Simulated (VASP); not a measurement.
# B (Pmmn) in VASP: relaxation of cell and atoms with PBE

Aim: the relaxation of cell and atoms of B with PBE.

All numbers are computed with VASP 6.6.1; they aren't measurements. Logs are shortened: lines on timing, memory, paths and dates and some standing lists are left out, and cuts for length are marked.

### 1 The cell of the first run

It takes space group Pmmn (No. 59, orthorhombic). The conventional cell has a = 1.629 Å, b = 2.858 Å, c = 3.798 Å, α = 90.00°, β = 90.00°, γ = 90.00°. Within 2.2 Å of B (site symmetry mm2) lie 6 B at 1.63 to 1.85 Å.

### 2 Relaxation of cell and atoms, PBE

INCAR reads:

```
PREC     = Accurate       # precision mode
ENCUT    = 600            # plane-wave cutoff, eV
EDIFF    = 1E-6           # SCF threshold, eV
ISMEAR   = 0              # smearing method
SIGMA    = 0.1            # smearing width, eV
LREAL    = False          # projectors in reciprocal space
LASPH    = True           # aspherical terms in the spheres
NELM     = 100            # most SCF steps
ALGO     = Normal         # electronic algorithm
ISIF     = 3              # what is computed and relaxed
LWAVE    = False          # write WAVECAR
LCHARG   = False          # write CHGCAR
GGA      = PE             # functional
IBRION   = 2              # ionic algorithm
NSW      = 100            # ionic steps
EDIFFG   = -0.01          # ionic threshold
```

KPOINTS reads:

```
regular mesh
0
Gamma
  34 20 14
```

POSCAR reads:

```
B
1.0
    1.6291818346      0.0000000000      0.0000000000
    0.0000000000      2.8578452425      0.0000000000
    0.0000000000      0.0000000000      3.7984410571
B
2
Direct
    0.0000000000      0.5000000000      0.6108510573
    0.5000000000      0.0000000000      0.3891489427
```

Potentials or basis: VASP PAW PBE potentials, release 64 (B).

Launch:

```sh
$ cat potpaw_PBE.64/B/POTCAR > POTCAR
$ mpirun -np 1 vasp_std > vasp.out
```

OUTCAR:

```text
PREC = Accurate
   ENCUT = 600
   EDIFF = 1E-6
   ISMEAR = 0
   LREAL = False
   LASPH = True
   NELM = 100
   ISIF = 3
   GGA = PE
   IBRION = 2
   NSW = 100
   EDIFFG = -0.01

 ion  position               nearest neighbor table
   1  0.000  0.500  0.611-   2 1.85   2 1.85   2 1.85   2 1.85
   2  0.500  0.000  0.389-   1 1.85   1 1.85   1 1.85   1 1.85

  LATTYP: Found a simple orthorhombic cell.
 ALAT       =     1.6291818346
 B/A-ratio  =     1.7541597763
 C/A-ratio  =     2.3315022157

  Lattice vectors:

 A1 = (   1.6291818346,   0.0000000000,   0.0000000000)
 A2 = (   0.0000000000,   2.8578452425,   0.0000000000)
 A3 = (   0.0000000000,   0.0000000000,   3.7984410571)

Analysis of symmetry for initial positions (statically):
=====================================================================
 Subroutine PRICEL returns:
 Original cell was already a primitive cell.

 Routine SETGRP: Setting up the symmetry group for a
 simple orthorhombic supercell.

 Subroutine GETGRP returns: Found  8 space group operations
 (whereof  4 operations were pure point group operations)
 out of a pool of  8 trial point group operations.

The static configuration has the point symmetry C_2v.
 The point group associated with its full space group is D_2h.

Analysis of symmetry for dynamics (positions and initial velocities):
=====================================================================
 Subroutine PRICEL returns:
 Original cell was already a primitive cell.

 Routine SETGRP: Setting up the symmetry group for a
 simple orthorhombic supercell.

 Subroutine GETGRP returns: Found  8 space group operations
 (whereof  4 operations were pure point group operations)
 out of a pool of  8 trial point group operations.

The dynamic configuration has the point symmetry C_2v.
 The point group associated with its full space group is D_2h.

 Subroutine INISYM returns: Found  8 space group operations
 (whereof  4 operations are pure point group operations),
 and found     1 'primitive' translations

----------------------------------------------------------------------------------------

                                     Primitive cell

  volume of cell :      17.6853

  direct lattice vectors                    reciprocal lattice vectors
     1.629181835  0.000000000  0.000000000     0.613805027  0.000000000  0.000000000
     0.000000000  2.857845242  0.000000000     0.000000000  0.349913979  0.000000000
     0.000000000  0.000000000  3.798441057     0.000000000  0.000000000  0.263265899

  length of vectors
     1.629181835  2.857845242  3.798441057     0.613805027  0.349913979  0.263265899

  position of ions in fractional coordinates (direct lattice)
     0.000000000  0.500000000  0.610851057
     0.500000000  0.000000000  0.389148943

  ion indices of the primitive-cell ions
   primitive index   ion index
                 1           1
                 2           2

----------------------------------------------------------------------------------------

 KPOINTS: regular mesh

Automatic generation of k-mesh.
 Grid dimensions read from file:
 generate k-points for:   34   20   14

 Generating k-lattice:

  Cartesian coordinates                     Fractional coordinates (reciprocal lattice)
     0.018053089  0.000000000  0.000000000     0.029411765  0.000000000  0.000000000
     0.000000000  0.017495699  0.000000000     0.000000000  0.050000000  0.000000000
     0.000000000  0.000000000  0.018804707     0.000000000  0.000000000  0.071428571

  Length of vectors
     0.018053089  0.017495699  0.018804707

  Shift w.r.t. Gamma in fractional coordinates (k-lattice)
     0.000000000  0.000000000  0.000000000

 Subroutine IBZKPT returns following result:
 ===========================================

 Found   1584 irreducible k-points:

 Following reciprocal coordinates:
            Coordinates               Weight
  0.000000  0.000000  0.000000      1.000000
  0.029412  0.000000  0.000000      2.000000
  0.058824  0.000000  0.000000      2.000000
  0.088235  0.000000  0.000000      2.000000
  0.117647  0.000000  0.000000      2.000000
  0.147059  0.000000  0.000000      2.000000
[... 16 lines left out ...]
  0.117647  0.050000  0.000000      4.000000
  0.147059  0.050000  0.000000      4.000000
 [... further k-points ...]
   k-points           NKPTS =   1584   k-points in BZ     NKDIM =   1584   number of bands    NBANDS=      7
   number of dos      NEDOS =    301   number of ions     NIONS =      2
   total plane-waves  NPLWV =  10080
   dimension x,y,z NGX =    14 NGY =   24 NGZ =   30
   dimension x,y,z NGXF=    28 NGYF=   48 NGZF=   60
   ions per type =               2
   NGX,Y,Z   is equivalent  to a cutoff of  14.29, 13.96, 13.13 a.u.
   NGXF,Y,Z  is equivalent  to a cutoff of  28.57, 27.92, 26.26 a.u.
 SYSTEM =  unknown system
   PREC   = accura    normal or accurate (medium, high low for compatibility)
   ISTART =      0    job   : 0-new  1-cont  2-samecut
   ICHARG =      2    charge: 1-file 2-atom 10-const
   ISPIN  =      1    spin polarized calculation?
   LNONCOLLINEAR =      F non collinear calculations
   LSORBIT =      F    spin-orbit coupling
   LASPH  =      T    aspherical Exc in radial PAW
   ENCUT  =  600.0 eV  44.10 Ry    6.64 a.u.   3.25  5.71  7.59*2*pi/ulx,y,z
   NELM   =    100;   NELMIN=  2; NELMDL= -5     # of ELM steps
   EDIFF  = 0.1E-05   stopping-criterion for ELM
   LREAL  =      F    real-space projection
   EDIFFG = -.1E-01   stopping-criterion for IOM
   NSW    =    100    number of steps for IOM
   IBRION =      2    ionic relax: 0-MD 1-quasi-New 2-CG
   NFREE  =      1    steps in history (QN), initial steepest desc. (CG)
   ISIF   =      3    stress and relaxation
   ISYM   =      2    0-nonsym 1-usesym 2-fastsym
   POTIM  = 0.5000    time-step for ionic-motion
   TEBEG  =    0.0;   TEEND  =   0.0 temperature during run
   PSTRESS=    0.0 pullay stress
   NELECT =       6.0000    total number of electrons
   NUPDOWN=      -1.0000    fix difference up-down
   EMIN   =  10.00;   EMAX   =-10.00  energy-range for DOS
   EFERMI =   0.00;   METHOD = LEGACY
   ISMEAR =     0;   SIGMA  =   0.10  broadening in eV -4-tet -1-fermi 0-gaus
   EFERMI_NEDOS =   21; number of points for ismear=-14 and -15
   IALGO  =     38    algorithm
   IMIX   =      4    mixing-type and parameters
     AMIX     =   0.40;   BMIX     =  1.00
     AMIX_MAG =   1.60;   BMIX_MAG =  1.00
  volume/ion in A,a.u.               =       8.84        59.67
  Fermi-wavevector in a.u.,A,eV,Ry     =   1.141793  2.157676 17.737795  1.303691
  Thomas-Fermi vector in A             =   2.278492
   LORBIT       =      0    0 simple, 1 ext, 2 COOP (PROOUT), +10 PAW based schemes
   GGA     = PE    functional components
   LHFCALC =     F    Hartree Fock is set to
   AEXX    =    0.0000 exact exchange contribution
   IVDW    =     0    specifies the selected vdW correction
   LEPSILON=     F    determine dielectric tensor
   LRPA    =     F    only Hartree local field effects (RPA)
 conjugate gradient relaxation of ions
 non-spin polarized calculation
 Gauss-broadening in eV      SIGMA  =   0.10
  energy-cutoff  :      600.00
  volume of cell :       17.69
 maximum number of plane-waves:       608
 NGX is ok and might be reduce to    14
   NGX =  7   NGY = 11   NGZ = 15

--------------------------------------- Ionic step        1  -------------------------------------------

 number of electron       6.0000000 magnetization

 Free energy of the ion-electron system (eV)
  ---------------------------------------------------
  ext. energy  EPLUGINS =         0.00000000
  ---------------------------------------------------
  free energy    TOTEN  =       -12.45747240 eV

  energy without entropy =      -12.45565304  energy(sigma->0) =      -12.45656272

------------------------ aborting loop because EDIFF is reached ----------------------------------------

  FORCE on cell =-STRESS in cart. coord.  units (eV):
  Direction    XX          YY          ZZ          XY          YZ          ZX
  --------------------------------------------------------------------------------------
  -------------------------------------------------------------------------------------
  Total       -0.2144710      0.1401572      0.1309925      0.0000000      0.0000000      0.0000000
  in kB      -19.4296741     12.6973303     11.8670623      0.0000000      0.0000000      0.0000000
  external PRESSURE =       1.7115728 kB  Pullay stress =       0.0000000 kB
[... 89 lines left out ...]
  FREE ENERGIE OF THE ION-ELECTRON SYSTEM (eV)
  ---------------------------------------------------
  free  energy   TOTEN  =       -12.4581638764 eV

  energy  without entropy=      -12.4563860970  energy(sigma->0) =      -12.45727499

[... ionic steps 4 to 11 ...]

--------------------------------------- Ionic step       12  -------------------------------------------

 number of electron       6.0000000 magnetization

------------------------ aborting loop because EDIFF is reached ----------------------------------------

  FORCE on cell =-STRESS in cart. coord.  units (eV):
  Direction    XX          YY          ZZ          XY          YZ          ZX
  --------------------------------------------------------------------------------------
  -------------------------------------------------------------------------------------
  Total       -0.0287467     -0.0057554     -0.0043361      0.0000000      0.0000000      0.0000000
  in kB       -2.5335822     -0.5072481     -0.3821646      0.0000000      0.0000000      0.0000000
  external PRESSURE =      -1.1409983 kB  Pullay stress =       0.0000000 kB
[... 57 lines left out ...]
  energy  without entropy=      -12.4574930112  energy(sigma->0) =      -12.45847846

--------------------------------------- Ionic step       14  -------------------------------------------

 number of electron       6.0000000 magnetization

 Free energy of the ion-electron system (eV)
  ---------------------------------------------------
  ext. energy  EPLUGINS =         0.00000000
  ---------------------------------------------------
  free energy    TOTEN  =       -12.45950050 eV

  energy without entropy =      -12.45751553  energy(sigma->0) =      -12.45850802

 E-fermi :   4.3972     XC(G=0): -10.3283

 val. band max:        4.3957900213   @ k =   0.2059   0.3500   0.0714
 cond. band min:       4.4065745524   @ k =   0.0294   0.2000   0.5000
 fundamental gap:      0.0107845311
 Fermi energy:         4.3971900725

 k-point     1 :       0.0000    0.0000    0.0000
  band No.  band energies     occupation
      1     -11.7218      2.00000
      2      -1.4566      2.00000
      3      -0.9118      2.00000
      4       1.9886      2.00000
      5       7.3584      0.00000
      6      12.6749      0.00000
      7      15.8707      0.00000
[... 221 lines left out ...]
 k-point    24 :       0.1471    0.0500    0.0000
  band No.  band energies     occupation
      1     -10.8188      2.00000
      2      -0.5866      2.00000
      3       0.0333      2.00000
      4       3.1804      2.00000
      5       7.8420      0.00000
      6      13.3067      0.00000
      7      16.7148      0.00000

 [... further k-points ...]
[... 5 lines left out ...]
  --------------------------------------------------------------------------------------
  -------------------------------------------------------------------------------------
  Total        0.0012354      0.0057620     -0.0011540      0.0000000      0.0000000      0.0000000
  in kB        0.1089075      0.5079711     -0.1017303      0.0000000      0.0000000      0.0000000
  external PRESSURE =       0.1717161 kB  Pullay stress =       0.0000000 kB
[... 17 lines left out ...]
  FREE ENERGIE OF THE ION-ELECTRON SYSTEM (eV)
  ---------------------------------------------------
  free  energy   TOTEN  =       -12.4595004972 eV

  energy  without entropy=      -12.4575155344  energy(sigma->0) =      -12.45850802

 reached required accuracy - stopping structural energy minimisation
```

Wall time 8.7 min (1 thread of Intel Xeon Platinum 8488C (Sapphire Rapids), shared host); peak memory 0.31 GiB.

What came out:

- Free energy: -12.4595 eV
- Relaxed volume: 9.09 Å³/atom
- Relaxed cell: a = 1.624 Å, b = 2.866 Å, c = 3.904 Å, α = 90.00°, β = 90.00°, γ = 90.00°
- Space group after relaxing (to 0.05 Å): Pmmn (No. 59)
- Energy gained by relaxing: 1.0 meV/atom
- Ionic steps: 14
- Pressure after relaxing: 0.0 GPa
- Band gap on the k mesh: zero (band 3 reaches 11.02 eV, above the bottom of band 4 at -0.12 eV)

Forces on the atoms (eV/Å):
```
B    0.000  0.000 -0.002
B    0.000  0.000  0.002
```

Step by step:
```tsv
step	energy change (eV)	largest force (eV/Å)	pressure (GPa)	volume (Å³)
1	0.0000	0.0341	0.17	17.69
2	-0.0005	0.0313	1.25	17.71
3	-0.0007	0.0326	0.86	17.70
4	-0.0011	0.0080	-0.04	17.82
5	-0.0011	0.0135	-0.17	17.84
6	-0.0014	0.0203	-0.03	17.88
7	-0.0016	0.0282	0.18	17.93
8	-0.0017	0.0249	0.13	17.98
9	-0.0020	0.0145	-0.04	18.12
10	-0.0020	0.0121	-0.07	18.16
11	-0.0020	0.0012	-0.14	18.20
12	-0.0020	0.0063	-0.11	18.18
13	-0.0020	0.0085	0.35	18.16
14	-0.0020	0.0022	0.02	18.17
```

Final structure:
```
B
1.0
     1.62448    0.00000    0.00000
     0.00000    2.86552    0.00000
     0.00000    0.00000    3.90417
B
2
Direct
  0.00000 0.50000 0.60961
  0.50000 0.00000 0.39039
```

Caveat: this functional lacks dispersion, which binds the layers, so the pressure and a relaxed spacing across them are unreliable.
